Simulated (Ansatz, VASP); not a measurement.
# Two plane-wave programs on Re

```
Re
1.0
     2.60290    0.00000    0.00000
    -1.30145    2.25418    0.00000
     0.00000    0.00000    4.16200
Re
2
Direct
  0.33333 0.66667 0.25000
  0.66667 0.33333 0.75000
```

Alike in both runs: task electric field gradients; functional PBEsol; k mesh 18 × 18 × 10; occupations fermi-dirac, width 0.05 eV; no spin polarisation.

|  | VASP | Ansatz |
| --- | --- | --- |
| version | VASP 6.6.1 | Ansatz 0.2.0 |
| potentials or method | VASP PAW PBE potentials, release 64 (Re) | PAW with Ansatz's default frozen-core files, scalar-relativistic |
| plane-wave cutoff (eV) | 520 | 420 |
| valence electrons in the cell | 14 | 30 |

```tsv
	VASP	Ansatz	Ansatz less VASP
size of Vzz on the site where it differs most (V/Å²)	109.0	88.7	-20.32
```

VASP's potentials were made for PBE, not for PBEsol. The functional is the same, so the differences come from potentials, cutoffs and numerics. VASP's potentials hold 14 valence electrons a cell and Ansatz's 30, so a difference there can come from the potentials and not from the codes.

Spin-orbit coupling is off throughout.
